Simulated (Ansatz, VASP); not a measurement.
## Cu in VASP and in Ansatz

```
CELL_PARAMETERS angstrom
2.56645 0.00000 0.00000
0.00000 3.62951 0.00000
0.00000 0.00000 21.13290
ATOMIC_POSITIONS crystal
Cu 0.00000 0.00000 0.37856
Cu 0.50000 0.50000 0.43928
Cu 0.00000 0.00000 0.50000
Cu 0.50000 0.50000 0.56072
Cu 0.00000 0.00000 0.62144
```

Alike in both runs: task single point; functional PBE; k mesh 16 × 11 × 1; occupations fermi-dirac, width 0.05 eV; no spin polarisation.

|  | VASP | Ansatz |
| --- | --- | --- |
| version | VASP 6.6.1 | Ansatz 0.2.0 |
| potentials or method | VASP PAW PBE potentials, release 64 (Cu) | PAW with Ansatz's default frozen-core files, scalar-relativistic |
| plane-wave cutoff (eV) | 520 | 420 |
| valence electrons in the cell | 55 | 95 |

Ansatz gave:

| Property | Result |
| --- | --- |
| rms of the force components (eV/Å) | 0.191 |

Task: Estimate VASP's values.

Result: rms of the force components (eV/Å): 0.184.

Atom by atom the forces differ by 0.011 eV/Å (rms over components). The functional is the same, so the differences come from potentials, cutoffs and numerics. VASP's potentials hold 55 valence electrons a cell and Ansatz's 95, so a difference there can come from the potentials and not from the codes.
